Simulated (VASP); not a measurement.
# NaF (P6_3/mmc) in VASP: notebook

Runs on NaF. Level: PBE. Tasks: electric field gradients, single point.

Everything below comes from runs of VASP 6.6.1. Logs are shortened: lines on timing, memory, paths and dates and some standing lists are left out, and cuts for length are marked.

### 1 The cell of the first run

It takes space group P6_3/mmc (No. 194, hexagonal). Conventional cell: a = 3.942 Å, b = 3.942 Å, c = 4.656 Å, α = 90.00°, β = 90.00°, γ = 120.00°. Na (site symmetry -6m2) has 5 F at 2.28 to 2.33 Å within 3.0 Å. F (site symmetry -6m2) has 5 Na at 2.28 to 2.33 Å within 3.0 Å.

### 2 Electric field gradients, PBE

The input, INCAR:

```
  ALGO = Normal
  EDIFF = 1E-8
  ENCUT = 520
  GGA = PE
  ISIF = 2
  ISMEAR = -1
  LASPH = True
  LCHARG = False
  LEFG = True
  LREAL = False
  LWAVE = False
  NBANDS = 22
  NELM = 100
  PREC = Accurate
  SIGMA = 0.03
```

The input, KPOINTS:

```
k-points
0
Gamma
  11 11 6
```

The input, POSCAR:

```
NaF
1.0
    3.9415111329      0.0000000000      0.0000000000
   -1.9707555664      3.4134487704      0.0000000000
    0.0000000000      0.0000000000      4.6559002752
Na F
2 2
Direct
    0.3333333333      0.6666666667     -0.0620000373
    0.6666666667      0.3333333333      0.4379999627
    0.3333333333      0.6666666667      0.4380000373
    0.6666666667      0.3333333333      0.9380000373
```

Potentials or basis: VASP PAW PBE potentials, release 64 (Na_pv, F).

Launch:

```
$ cat potpaw_PBE.64/Na_pv/POTCAR potpaw_PBE.64/F/POTCAR > POTCAR
$ mpirun -np 1 vasp_std > vasp.out
```

OUTCAR:

```text
EDIFF = 1E-8
   ENCUT = 520
   GGA = PE
   ISIF = 2
   ISMEAR = -1
   LASPH = True
   LREAL = False
   NELM = 100
   PREC = Accurate

 ion  position               nearest neighbor table
   1  0.333  0.667  0.938-   4 2.28   4 2.28   4 2.28   3 2.33   3 2.33
   2  0.667  0.333  0.438-   3 2.28   3 2.28   3 2.28   4 2.33   4 2.33
   3  0.333  0.667  0.438-   2 2.28   2 2.28   2 2.28   1 2.33   1 2.33
   4  0.667  0.333  0.938-   1 2.28   1 2.28   1 2.28   2 2.33   2 2.33

  LATTYP: Found a hexagonal cell.
 ALAT       =     3.9415111329
 C/A-ratio  =     1.1812475262

  Lattice vectors:

 A1 = (   3.9415111329,   0.0000000000,   0.0000000000)
 A2 = (  -1.9707555664,   3.4134487704,   0.0000000000)
 A3 = (   0.0000000000,   0.0000000000,   4.6559002752)

Analysis of symmetry for initial positions (statically):
=====================================================================
 Subroutine PRICEL returns:
 Original cell was already a primitive cell.

 Routine SETGRP: Setting up the symmetry group for a
 hexagonal supercell.

 Subroutine GETGRP returns: Found 24 space group operations
 (whereof  6 operations were pure point group operations)
 out of a pool of 24 trial point group operations.

The static configuration has the point symmetry C_3v.
 The point group associated with its full space group is D_6h.

Analysis of symmetry for dynamics (positions and initial velocities):
=====================================================================
 Subroutine PRICEL returns:
 Original cell was already a primitive cell.

 Routine SETGRP: Setting up the symmetry group for a
 hexagonal supercell.

 Subroutine GETGRP returns: Found 24 space group operations
 (whereof  6 operations were pure point group operations)
 out of a pool of 24 trial point group operations.

The dynamic configuration has the point symmetry C_3v.
 The point group associated with its full space group is D_6h.

 Subroutine INISYM returns: Found 24 space group operations
 (whereof  6 operations are pure point group operations),
 and found     1 'primitive' translations

----------------------------------------------------------------------------------------

                                     Primitive cell

  volume of cell :      62.6412

  direct lattice vectors                    reciprocal lattice vectors
     3.941511133  0.000000000  0.000000000     0.253709800  0.146479421  0.000000000
    -1.970755566  3.413448770  0.000000000     0.000000000  0.292958842  0.000000000
     0.000000000  0.000000000  4.655900275     0.000000000  0.000000000  0.214781233

  length of vectors
     3.941511133  3.941511133  4.655900275     0.292958842  0.292958842  0.214781233

  position of ions in fractional coordinates (direct lattice)
     0.333333333  0.666666667  0.937999963
     0.666666667  0.333333333  0.437999963
     0.333333333  0.666666667  0.438000037
     0.666666667  0.333333333  0.938000037

  ion indices of the primitive-cell ions
   primitive index   ion index
                 1           1
                 2           2
                 3           3
                 4           4

----------------------------------------------------------------------------------------

 KPOINTS: k-points

Automatic generation of k-mesh.
 Grid dimensions read from file:
 generate k-points for:   11   11    6

 Generating k-lattice:

  Cartesian coordinates                     Fractional coordinates (reciprocal lattice)
     0.023064527  0.013316311  0.000000000     0.090909091 -0.000000000  0.000000000
     0.000000000  0.026632622  0.000000000     0.000000000  0.090909091  0.000000000
[... 41 lines left out ...]
   number of dos      NEDOS =    301   number of ions     NIONS =      4
   total plane-waves  NPLWV =  32400
   dimension x,y,z NGX =    30 NGY =   30 NGZ =   36
   dimension x,y,z NGXF=    60 NGYF=   60 NGZF=   72
   ions per type =               2   2
   NGX,Y,Z   is equivalent  to a cutoff of  12.65, 12.65, 12.85 a.u.
   NGXF,Y,Z  is equivalent  to a cutoff of  25.31, 25.31, 25.71 a.u.
 SYSTEM =  unknown system
   PREC   = accura    normal or accurate (medium, high low for compatibility)
   ISTART =      0    job   : 0-new  1-cont  2-samecut
   ICHARG =      2    charge: 1-file 2-atom 10-const
   ISPIN  =      1    spin polarized calculation?
   LNONCOLLINEAR =      F non collinear calculations
   LSORBIT =      F    spin-orbit coupling
   LASPH  =      T    aspherical Exc in radial PAW
   ENCUT  =  520.0 eV  38.22 Ry    6.18 a.u.   7.33  7.33  8.66*2*pi/ulx,y,z
   NELM   =    100;   NELMIN=  2; NELMDL= -5     # of ELM steps
   EDIFF  = 0.1E-07   stopping-criterion for ELM
   LREAL  =      F    real-space projection
   EDIFFG = 0.1E-06   stopping-criterion for IOM
   NSW    =      0    number of steps for IOM
   IBRION =     -1    ionic relax: 0-MD 1-quasi-New 2-CG
   NFREE  =      0    steps in history (QN), initial steepest desc. (CG)
   ISIF   =      2    stress and relaxation
   ISYM   =      2    0-nonsym 1-usesym 2-fastsym
   POTIM  = 0.5000    time-step for ionic-motion
   TEBEG  =    0.0;   TEEND  =   0.0 temperature during run
   PSTRESS=    0.0 pullay stress
   NELECT =      28.0000    total number of electrons
   NUPDOWN=      -1.0000    fix difference up-down
   EMIN   =  10.00;   EMAX   =-10.00  energy-range for DOS
   EFERMI =   0.00;   METHOD = LEGACY
   ISMEAR =    -1;   SIGMA  =   0.03  broadening in eV -4-tet -1-fermi 0-gaus
   EFERMI_NEDOS =   21; number of points for ismear=-14 and -15
   IALGO  =     38    algorithm
   IMIX   =      4    mixing-type and parameters
     AMIX     =   0.40;   BMIX     =  1.00
     AMIX_MAG =   1.60;   BMIX_MAG =  1.00
  volume/ion in A,a.u.               =      15.66       105.68
  Fermi-wavevector in a.u.,A,eV,Ry     =   1.251721  2.365410 21.317686  1.566806
  Thomas-Fermi vector in A             =   2.385655
   LORBIT       =      0    0 simple, 1 ext, 2 COOP (PROOUT), +10 PAW based schemes
   GGA     = PE    functional components
   LHFCALC =     F    Hartree Fock is set to
   AEXX    =    0.0000 exact exchange contribution
   IVDW    =     0    specifies the selected vdW correction
   LEPSILON=     F    determine dielectric tensor
   LRPA    =     F    only Hartree local field effects (RPA)
 non-spin polarized calculation
  energy-cutoff  :      520.00
  volume of cell :       62.64
 maximum number of plane-waves:      1702
 NGX is ok and might be reduce to    30
   NGX = 15   NGY = 15   NGZ = 17

 number of electron      28.0000009 magnetization

 Free energy of the ion-electron system (eV)
  ---------------------------------------------------
  ext. energy  EPLUGINS =         0.00000000
  ---------------------------------------------------
  free energy    TOTEN  =       -16.99592079 eV

  energy without entropy =      -16.99592079  energy(sigma->0) =      -16.99592079

 E-fermi :  -2.3634     XC(G=0):  -7.8997

 val. band max:       -3.0046533452   @ k =   0.0000   0.0000   0.0000
 cond. band min:       2.4789058121   @ k =   0.0000   0.0000   0.0000
 fundamental gap:      5.4835591573
 Fermi energy:        -2.3634428565

 k-point     1 :       0.0000    0.0000    0.0000
  band No.  band energies     occupation
      1     -22.2558      2.00000
      2     -22.2207      2.00000
      3     -22.2207      2.00000
      4     -22.1800      2.00000
      5     -22.1800      2.00000
      6     -22.1435      2.00000
[... 589 lines left out ...]
     21      13.3910      0.00000
     22      14.1791      0.00000

 [... further k-points ...]

------------------------ aborting loop because EDIFF is reached ----------------------------------------

  FORCE on cell =-STRESS in cart. coord.  units (eV):
  Direction    XX          YY          ZZ          XY          YZ          ZX
  --------------------------------------------------------------------------------------
  -------------------------------------------------------------------------------------
  Total       -0.0243925     -0.0243925     -0.0371574     -0.0000000      0.0000000      0.0000000
  in kB       -0.6238883     -0.6238883     -0.9503783     -0.0000000      0.0000000      0.0000000
  external PRESSURE =      -0.7327183 kB  Pullay stress =       0.0000000 kB

 VOLUME and BASIS-vectors are now :
 -----------------------------------------------------------------------------
  energy-cutoff  :      520.00
  volume of cell :       62.64
      direct lattice vectors                 reciprocal lattice vectors
     3.941511133  0.000000000  0.000000000     0.253709800  0.146479421  0.000000000
    -1.970755566  3.413448770  0.000000000     0.000000000  0.292958842  0.000000000
     0.000000000  0.000000000  4.655900275     0.000000000  0.000000000  0.214781233

 POSITION                                       TOTAL-FORCE (eV/Angst)
 -----------------------------------------------------------------------------------
     -0.00000      2.27563      4.36723         0.000000     -0.000000     -0.000000
      1.97076      1.13782      2.03928        -0.000000      0.000000     -0.000000
     -0.00000      2.27563      2.03928         0.000000     -0.000000      0.000000
      1.97076      1.13782      4.36723        -0.000000      0.000000      0.000000
 -----------------------------------------------------------------------------------
    total drift:                               -0.000000      0.000000     -0.001285

  FREE ENERGIE OF THE ION-ELECTRON SYSTEM (eV)
  ---------------------------------------------------
  free  energy   TOTEN  =       -16.9959207948 eV

  energy  without entropy=      -16.9959207947  energy(sigma->0) =      -16.99592079

 Electric field gradients (V/A^2)
---------------------------------------------------------------------
 ion       V_xx      V_yy      V_zz      V_xy      V_xz      V_yz
---------------------------------------------------------------------
   1       1.327     1.327    -2.654    -0.000     0.000    -0.000
   2       1.327     1.327    -2.654    -0.000    -0.000     0.000
   3       0.336     0.333    -0.670    -0.003    -0.000     0.000
   4       0.336     0.333    -0.670    -0.003     0.000    -0.000
---------------------------------------------------------------------

 Electric field gradients after diagonalization (V/A^2)
 (convention: |V_zz| > |V_xx| > |V_yy|)
----------------------------------------------------------------------
 ion       V_xx      V_yy      V_zz     asymmetry (V_yy - V_xx)/ V_zz
----------------------------------------------------------------------
   1       1.327     1.326    -2.654       0.000
   2       1.327     1.326    -2.654       0.000
   3       0.338     0.332    -0.670       0.009
   4       0.338     0.332    -0.670       0.009
----------------------------------------------------------------------

           NMR quadrupolar parameters

 Cq : quadrupolar parameter    Cq=e*Q*V_zz/h
 eta: asymmetry parameters     (V_yy - V_xx)/ V_zz
 Q  : nuclear electric quadrupole moment in mb (millibarn)
----------------------------------------------------------------------
 ion       Cq(MHz)       eta       Q (mb)
----------------------------------------------------------------------
   1      -0.006       0.000       1.000
   2      -0.006       0.000       1.000
   3      -0.002       0.009       1.000
   4      -0.002       0.009       1.000
----------------------------------------------------------------------
```

Run time: 3.2 min. Hardware: 1 thread of Intel Xeon 8259CL, shared host; peak memory 0.21 GiB.

Results:

```
Free energy                             : -16.9959 eV
Pressure                                : -0.1 GPa
Band gap on the k mesh                  : 5.48 eV
Largest electric field gradient by atom : Na -2.7; F -0.7 V/Å²
```

Electric field gradients, principal values (V/Å²):
```
atom  least  middle  greatest (by size)
1 Na  1.326   1.327              -2.654
2 Na  1.326   1.327              -2.654
 3 F  0.332   0.338              -0.670
 4 F  0.332   0.338              -0.670
```

Caveat: without QUAD_EFG the Cq values of the log hold for a quadrupole moment of 1 mb, not for the nuclei.

(Part 1 of 2 ends here.)
